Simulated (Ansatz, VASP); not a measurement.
# Two plane-wave programs on Mg3O2

Contents of INCAR:

```
SYSTEM = Mg3O2
ALGO     = Normal         ! electronic algorithm
EDIFF    = 1E-6           ! SCF threshold, eV
EDIFFG   = -0.08          ! ionic threshold
ENCUT    = 600            ! plane-wave cutoff, eV
GGA      = PE             ! functional
IBRION   = 2              ! ionic algorithm
ISIF     = 3              ! what is computed and relaxed
ISMEAR   = 0              ! smearing method
LASPH    = .True.         ! aspherical terms in the spheres
LCHARG   = .False.        ! write CHGCAR
LREAL    = .False.        ! projectors in reciprocal space
LWAVE    = .False.        ! write WAVECAR
NELM     = 100            ! most SCF steps
NSW      = 36             ! ionic steps
PREC     = Accurate       ! precision mode
SIGMA    = 0.2            ! smearing width, eV
```

KPOINTS

```
k-points
0
Gamma
  6 6 6
  0 0 0
```

POSCAR

```
Mg3O2
1.0
    1.5500000000      0.8948929200      7.9333333300
   -1.5500000000      0.8948929200      7.9333333300
    0.0000000000     -1.7897858300      7.9333333300
Mg O
3 2
Direct
    0.2320000000      0.2320000000      0.2320000000
    0.7680000000      0.7680000000      0.7680000000
    0.0000000000      0.0000000000      0.0000000000
    0.6160000000      0.6160000000      0.6160000000
    0.3840000000      0.3840000000      0.3840000000
```

Input for Ansatz:

```yaml
crystal:
  lattice:
    - [1.55, 0.89489292, 7.93333333]
    - [-1.55, 0.89489292, 7.93333333]
    - [0.0, -1.78978583, 7.93333333]
  atoms:
    - { symbol: Mg, position: [0.232, 0.232, 0.232] }
    - { symbol: Mg, position: [0.768, 0.768, 0.768] }
    - { symbol: Mg, position: [0.0, 0.0, 0.0] }
    - { symbol: O, position: [0.616, 0.616, 0.616] }
    - { symbol: O, position: [0.384, 0.384, 0.384] }
basis:
  ecutwfc: 420
kpoints:
  mp_grid: { grid: [6, 6, 6] }
hamiltonian:
  xc: pbe
scf:
  occupations: { method: gaussian, width: 0.2 }
  lower_state_search: "off"
output:
  forces: true
  stress: true
  eigenvalues: true
relax:
  adjacent_minimum: "off"
  f_tol: 0.08
  max_steps: 16
  cell: { stress_tol: 0.8 }
```

Alike in both runs: task relaxation of cell and atoms; functional PBE; k mesh 6 × 6 × 6; occupations gaussian, width 0.2 eV; no spin polarisation.

|  | VASP | Ansatz |
| --- | --- | --- |
| version | VASP 6.6.1 | Ansatz 0.2.0 |
| potentials or method | VASP PAW PBE potentials, release 64 (Mg, O), cutoff 600 eV | scalar-relativistic, plane waves, PAW |
| valence electrons in the cell | 18 | 42 |

|  | VASP | Ansatz | Ansatz less VASP |
| --- | --- | --- | --- |
| gap on the k mesh at the Fermi level, each at its own relaxed structure (eV) | none | none | - |
| relaxed volume (Å³/atom) | 12.01 | 12.07 | +0.066 |
| relaxed cell length with the largest relative difference (Å) | 7.662 | 7.688 | +0.0263 |

A gap of «none» marks a metal or a gap that the smearing closes. VASP's potentials hold 18 valence electrons a cell and Ansatz's 42, so a difference there can come from the potentials and not from the codes.

The k mesh is coarse, so the values compare programs but aren't converged.
